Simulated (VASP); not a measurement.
Runs of VASP 6.6.1 on TaAl4. The structure is that of space group Im-3m (No. 229), or close to it. The cells are those of the table. 

```tsv
task	cell	k mesh	cutoff (eV)	gap on the mesh (eV)	pressure (GPa)
single point	a = 5.283 Å, angles 109.5°, 5 atoms	10 × 10 × 10	520	none	(a)
relaxation of cell and atoms	relaxed from a = 4.721 Å, angles 109.5°, 5 atoms	4 × 4 × 4	600	none	-0.1
single point	a = 5.266 Å, angles 109.5°, 5 atoms	4 × 4 × 4	520	none	0.3
single point	a = 4.721 Å, angles 109.5°, 5 atoms	4 × 4 × 4	520	none	42.1
```

Alike in all rows: level PBE; potentials or basis VASP PAW PBE potentials, release 64 (Ta_pv, Al); no spin polarisation; smearing gaussian 0.1 eV.

Question: Fill in the values left out.

Answer: (a) 0.0.

Caveats: some runs use coarse meshes; spin-orbit coupling is left out, which moves the levels of the heavy elements.

A k mesh can miss the band edges, and the runs leave out spin-orbit coupling on Ta.

A gap of «none» marks levels without a gap at the run's occupations.
